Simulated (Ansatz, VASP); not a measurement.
# TaN: VASP beside Ansatz

File INCAR:

```
SYSTEM = TaN
  PREC = Accurate
  ENCUT = 520
  EDIFF = 1E-6
  ISMEAR = -1
  SIGMA = 0.02
  LREAL = .FALSE.
  LASPH = .TRUE.
  NELM = 60
  ALGO = Normal
  ISIF = 2
  LWAVE = .FALSE.
  LCHARG = .FALSE.
  GGA = PS
  IVDW = 13
  NBANDS = 24
```

File KPOINTS:

```
regular mesh
0
G
  10 10 5
  0 0 0
```

The input POSCAR:

```
TaN
1.0
    3.1237644157      0.0000000000      0.0000000000
   -1.5618822078      2.7052593394      0.0000000000
    0.0000000000      0.0000000000      6.0477078218
Ta N
2 2
Direct
    0.3333333333      0.6666666667      0.0298993550
    0.6666666667      0.3333333333      0.5298993550
    0.3333333333      0.6666666667      0.3551006450
    0.6666666667      0.3333333333      0.8551006450
```

Input for Ansatz:

```yaml
crystal:
  lattice:
    - [3.1237644157, 0.0, 0.0]
    - [-1.5618822078, 2.7052593394, 0.0]
    - [0.0, 0.0, 6.0477078218]
  atoms:
    - { symbol: Ta, position: [0.3333333333, 0.6666666667, 0.029899355] }
    - { symbol: Ta, position: [0.6666666667, 0.3333333333, 0.529899355] }
    - { symbol: "N", position: [0.3333333333, 0.6666666667, 0.355100645] }
    - { symbol: "N", position: [0.6666666667, 0.3333333333, 0.855100645] }
kpoints:
  mp_grid: { grid: [10, 10, 5] }
scf:
  occupations: { method: fermi_dirac, width: 0.02 }
  mixing: { preconditioner: ldos }
hamiltonian:
  xc: pbesol
  pseudopotentials: { kind: paw }
  dispersion: d4
output:
  forces: true
  stress: true
  eigenvalues: true
  populations: true
  write_density: true
  write_potential: true
  elf: true
  volumetric_format: npy
```

Alike in both runs: task single point; functional PBEsol; dispersion D4; k mesh 10 × 10 × 5; occupations fermi-dirac, width 0.02 eV; no spin polarisation.

```csv
,VASP,Ansatz
version,VASP 6.6.1,Ansatz 0.2.0
potentials or method,"VASP PAW PBE potentials, release 64 (Ta_pv, N)","PAW with Ansatz's default frozen-core files, scalar-relativistic"
plane-wave cutoff (eV),520,420
valence electrons in the cell,32,36
```

|  | VASP | Ansatz | Ansatz less VASP |
| --- | --- | --- | --- |
| gap on the k mesh at the Fermi level (eV) | none | none | - |
| pressure (GPa) | -1.5 | -2.2 | -0.70 |
| traceless stress, the component that is largest in VASP (GPa) | 0.15 | -0.27 | -0.424 |
| rms of the force components (eV/Å) | 0.017 | 0.005 | -0.0129 |

VASP's potentials were made for PBE, not for PBEsol. Atom by atom the forces differ by 0.013 eV/Å (rms over components). A gap of «none» marks a metal or a gap that the smearing closes. VASP's potentials hold 32 valence electrons a cell and Ansatz's 36, so a difference there can come from the potentials and not from the codes.

Neither program's run includes spin-orbit coupling.
